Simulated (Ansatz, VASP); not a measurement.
Ni2N: VASP beside Ansatz

File INCAR:

```
SYSTEM = Ni2N
  PREC = Accurate
  ENCUT = 600
  EDIFF = 1E-6
  ISMEAR = 0
  SIGMA = 0.1
  LREAL = .False.
  LASPH = .True.
  NELM = 100
  ALGO = Normal
  ISIF = 3
  LWAVE = .False.
  LCHARG = .False.
  GGA = PE
  IBRION = 2
  NSW = 100
  EDIFFG = -0.01
```

File KPOINTS:

```
Automatic mesh
0
Gamma
  14 14 16
  0 0 0
```

POSCAR

```
Ni2N
1.0
    3.5760489435      0.0000000000      0.0000000000
    0.0000000000      3.5760489435      0.0000000000
    0.0000000000      0.0000000000      2.7741041431
Ni N
2 1
Direct
    0.0000000000      0.5000000000      0.0000000000
    0.5000000000      0.0000000000      0.0000000000
    0.0000000000      0.0000000000      0.0000000000
```

Input for Ansatz:

```yaml
crystal:
  lattice:
    - [3.5760489435, 0.0, 0.0]
    - [0.0, 3.5760489435, 0.0]
    - [0.0, 0.0, 2.7741041431]
  atoms:
    - { symbol: Ni, position: [0.0, 0.5, 0.0] }
    - { symbol: Ni, position: [0.5, 0.0, 0.0] }
    - { symbol: "N", position: [0.0, 0.0, 0.0] }
basis:
  ecutwfc: 420
kpoints:
  mp_grid: { grid: [14, 14, 16] }
hamiltonian:
  xc: pbe
scf:
  occupations: { method: gaussian, width: 0.1 }
output:
  forces: true
  stress: true
  eigenvalues: true
  write_density: true
  write_potential: true
  elf: true
  volumetric_format: npy
relax:
  adjacent_minimum: "off"
  f_tol: 0.01
  max_steps: 80
  cell: { stress_tol: 0.05 }
```

Change from the starting cell: species swapped into the CuI2 type (P4/mmm, No. 123).

Alike in both runs: task relaxation of cell and atoms; functional PBE; k mesh 14 × 14 × 16; occupations gaussian, width 0.1 eV; no spin polarisation.

```csv
,VASP,Ansatz
version,VASP 6.6.1,Ansatz 0.2.0
potentials or method,"VASP PAW PBE potentials, release 64 (Ni, N), cutoff 600 eV","scalar-relativistic, plane waves, PAW"
valence electrons in the cell,25,41
```

|  | VASP | Ansatz | Ansatz less VASP |
| --- | --- | --- | --- |
| gap on the k mesh at the Fermi level, each at its own relaxed structure (eV) | none | none | - |
| relaxed volume (Å³/atom) | 11.71 | 11.76 | +0.049 |
| relaxed length of the cell vector where the two differ most in proportion (Å) | 2.734 | 2.752 | +0.0172 |

A gap of «none» marks a metal or a gap that the smearing closes. VASP's potentials hold 25 valence electrons a cell and Ansatz's 41, so a difference there can come from the potentials and not from the codes.
